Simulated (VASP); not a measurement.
A run of VASP 6.6.1 is set up as follows.

File INCAR:

```
  PREC = Accurate
  ENCUT = 520
  EDIFF = 1E-6
  ISMEAR = -1
  SIGMA = 0.05
  LREAL = F
  LASPH = T
  NELM = 80
  ALGO = Normal
  ISIF = 2
  LWAVE = F
  LCHARG = F
  GGA = CA
  NBANDS = 20
```

The input KPOINTS:

```
Automatic mesh
0
Gamma
  10 10 4
```

File POSCAR:

```
Al2O3
1.0
    2.9626063004      0.0000000000      0.0000000000
   -1.4813031502      2.5656923176      0.0000000000
    0.0000000000      0.0000000000      7.3536928674
Al O
2 3
Direct
    0.0000000000      0.0000000000      0.7255809268
    0.0000000000      0.0000000000      0.2744190732
    0.0000000000      0.0000000000      0.5000000000
    0.6666666667      0.3333333333      0.8047731871
    0.3333333333      0.6666666667      0.1952268129
```

Potentials or basis: VASP PAW LDA potentials, release 64 (Al, O).

The run is started by

```console
$ cat potpaw_LDA.64/Al/POTCAR potpaw_LDA.64/O/POTCAR > POTCAR
$ mpirun -np 1 vasp_std > vasp.out
```

Question: Predict the band gap on the k mesh.

Answer: 2.49 eV.

Question: What does it give for the largest force?

Answer: 0.137 eV/Å.

Forces in eV/Å, atoms in the order of the input:
```
Al   0.000  0.000  0.137
Al   0.000  0.000 -0.137
O    0.000  0.000  0.000
O    0.000  0.000  0.039
O    0.000  0.000 -0.039
```

A k mesh can miss the band edges.
